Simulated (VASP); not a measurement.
**Al6N: relaxation of shape and atoms at fixed volume with PBE**

The system is Al6N.

```
Al N
1.0
     2.89122    0.00000    0.00000
    -1.44561    2.50387    0.00000
     0.00000    0.00000   27.02733
Al N
12 2
Direct
  0.66667 0.33333 0.67541
  0.00000 0.00000 0.75573
  0.33333 0.66667 0.83668
  0.33333 0.66667 0.59454
  0.33333 0.66667 0.09082
  0.66667 0.33333 0.18629
  0.00000 0.00000 0.99657
  0.00000 0.00000 0.27222
  0.66667 0.33333 0.91767
  0.66667 0.33333 0.43267
  0.00000 0.00000 0.51381
  0.33333 0.66667 0.35185
  0.00000 0.00000 0.06514
  0.33333 0.66667 0.15889
```

```json
{
  "Program": "VASP 6.6.1",
  "Task": "relaxation of shape and atoms at fixed volume",
  "Functional": "PBE",
  "Potentials or basis": "VASP PAW PBE potentials, release 64 (Al, N)",
  "Cutoff": "600 eV",
  "k mesh": "12 × 12 × 2",
  "Occupations": "gaussian, width 0.1 eV",
  "Spin": "no spin polarisation",
  "Dipole correction": "no",
  "Further INCAR settings": "ALGO = Normal; EDIFF = 1e-07; IBRION = 2; EDIFFG = -0.01; NSW = 50; ISIF = 4"
}
```

```yaml
Energy_gained_by_relaxing: 0.4 meV/atom
Ionic_steps: 15
Pressure_after_relaxing: 10.0 GPa
Largest_force_after_relaxing: 0.008 eV/Å
Band_gap_on_the_k_mesh: zero (bands 23 and 24 overlap by 5.31 eV)
```

Forces in eV/Å, atoms in the order of the input:
```
Al   0.000  0.000 -0.008
Al   0.000  0.000 -0.003
Al   0.000  0.000  0.003
Al   0.000  0.000 -0.001
Al   0.000  0.000 -0.006
Al   0.000  0.000  0.008
Al   0.000  0.000  0.004
Al   0.000  0.000  0.001
Al   0.000  0.000 -0.004
Al   0.000  0.000  0.004
Al   0.000  0.000  0.008
Al   0.000  0.000 -0.002
N    0.000  0.000 -0.004
N    0.000  0.000  0.001
```

The path:
```
step  energy change (eV)  largest force (eV/Å)  pressure (GPa)  volume (Å³)
   1              0.0000                0.3007           10.34       195.66
   2             -0.0040                0.2001           10.12       195.66
   3             -0.0040                0.1959           10.12       195.66
   4             -0.0052                0.0465           10.04       195.66
   5             -0.0053                0.0370           10.05       195.66
   6             -0.0055                0.0274           10.05       195.66
   7             -0.0056                0.0369           10.04       195.66
   8             -0.0057                0.0249           10.04       195.66
   9             -0.0058                0.0265           10.03       195.66
  10             -0.0058                0.0188           10.03       195.66
  11             -0.0059                0.0380           10.03       195.66
  12             -0.0059                0.0253           10.03       195.66
  13             -0.0059                0.0128           10.02       195.66
  14             -0.0059                0.0104           10.02       195.66
  15             -0.0060                0.0085           10.03       195.66
```

Final structure:
```cif
data_structure
_symmetry_space_group_name_H-M 'P 1'
_symmetry_Int_Tables_number 1
_cell_length_a 2.8902
_cell_length_b 2.8902
_cell_length_c 27.0460
_cell_angle_alpha 90.000
_cell_angle_beta 90.000
_cell_angle_gamma 120.000
_cell_volume 195.66
loop_
_atom_site_label
_atom_site_type_symbol
_atom_site_fract_x
_atom_site_fract_y
_atom_site_fract_z
_atom_site_occupancy
Al1 Al 0.66667 0.33333 0.67535 1
Al2 Al 0.00000 0.00000 0.75557 1
Al3 Al 0.33333 0.66667 0.83633 1
Al4 Al 0.33333 0.66667 0.59455 1
Al5 Al 0.33333 0.66667 0.09097 1
Al6 Al 0.66667 0.33333 0.18716 1
Al7 Al 0.00000 0.00000 0.99594 1
Al8 Al 0.00000 0.00000 0.27255 1
Al9 Al 0.66667 0.33333 0.91719 1
Al10 Al 0.66667 0.33333 0.43286 1
Al11 Al 0.00000 0.00000 0.51389 1
Al12 Al 0.33333 0.66667 0.35218 1
N1 N 0.00000 0.00000 0.06463 1
N2 N 0.33333 0.66667 0.15913 1
```

Levels at points of the mesh, in eV from the Fermi level:
```
           k point  band 18  band 19  band 20  band 21  band 22  band 23  band 24  band 25  band 26  band 27
(0.00, 0.00, 0.00)    -1.75    -1.75    -1.17    -0.18     1.72     2.88     4.99     5.35     7.19     7.44
(0.50, 0.00, 0.00)    -3.35    -3.26    -2.77    -2.74    -2.10    -1.43    -1.18    -0.31    -0.19     0.50
(0.00, 0.00, 0.50)    -1.75    -1.75    -1.62     0.22     1.33     3.33     4.32     6.16     6.49     7.85
(0.50, 0.00, 0.50)    -3.30    -3.22    -2.74    -2.73    -2.27    -1.27    -1.12    -0.48    -0.29     0.65
```

Wall time 30 min on 1 thread of AMD EPYC 9R45 96-Core Processor (Zen 5) (shared host), peak memory 0.46 GiB.
